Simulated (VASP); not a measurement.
The system is GeSe.

```
Ge Se
1.0
    11.00311    0.00000    0.00000
     0.00000    3.88282    0.00000
     0.00000    0.00000    4.41660
Ge Se
4 4
Direct
  0.12450 0.75000 0.88823
  0.62450 0.75000 0.61177
  0.37550 0.25000 0.38823
  0.87550 0.25000 0.11177
  0.85470 0.75000 0.50071
  0.35470 0.75000 0.99929
  0.64530 0.25000 0.00071
  0.14530 0.25000 0.49929
```

```yaml
Program: VASP 6.6.1
Task: relaxation of cell and atoms
Functional: PBE
Dispersion: D4
Potentials_or_basis: VASP PAW PBE potentials, release 64 (Ge_d, Se)
Cutoff: 500 eV
k_mesh: 2 × 6 × 6
Occupations: fermi-dirac, width 0.02 eV
Spin: no spin polarisation
```

At the start: pressure -1.0 GPa; volume 23.59 Å³/atom.

**Question.** Where does the relaxation end?

**Answer.** Over 16 steps the energy falls by 4.3 meV/atom and the volume is 22.46 Å³/atom (-4.8 %); space group Pnma (No. 62, to 0.1 Å) before and after.

Step by step:
| step | energy change (eV) | largest force (eV/Å) | pressure (GPa) | volume (Å³) |
| --- | --- | --- | --- | --- |
| 1 | 0.0000 | 0.0199 | -0.97 | 188.69 |
| 2 | -0.0138 | 0.1399 | -0.09 | 184.81 |
| 3 | -0.0139 | 0.1543 | 0.02 | 184.38 |
| 4 | -0.0204 | 0.1198 | 0.02 | 183.34 |
| 5 | -0.0292 | 0.0223 | 0.14 | 180.26 |
| 6 | -0.0324 | 0.0367 | -0.15 | 180.44 |
| 7 | -0.0324 | 0.0390 | -0.17 | 180.45 |
| 8 | -0.0338 | 0.0175 | 0.09 | 179.53 |
| 9 | -0.0338 | 0.0158 | 0.07 | 179.60 |
| 10 | -0.0340 | 0.0214 | -0.04 | 179.84 |
| 11 | -0.0341 | 0.0116 | -0.03 | 179.76 |
| 12 | -0.0341 | 0.0110 | 0.00 | 179.75 |
| 13 | -0.0341 | 0.0114 | -0.02 | 179.75 |
| 14 | -0.0341 | 0.0083 | 0.02 | 179.68 |
| 15 | -0.0341 | 0.0087 | 0.02 | 179.62 |
| 16 | -0.0342 | 0.0036 | 0.00 | 179.69 |

Final structure:
```xyz
8
Lattice="10.8286 0.0000 0.0000 0.0000 3.8702 0.0000 0.0000 0.0000 4.2875" Properties=species:S:1:pos:R:3 pbc="T T T"
Ge    1.3126    2.9027    3.8333
Ge    6.7269    2.9027    2.5979
Ge    4.1018    0.9676    1.6896
Ge    9.5161    0.9676    0.4541
Se    9.2670    2.9027    2.1659
Se    3.8527    2.9027    4.2653
Se    6.9759    0.9676    0.0221
Se    1.5616    0.9676    2.1216
```
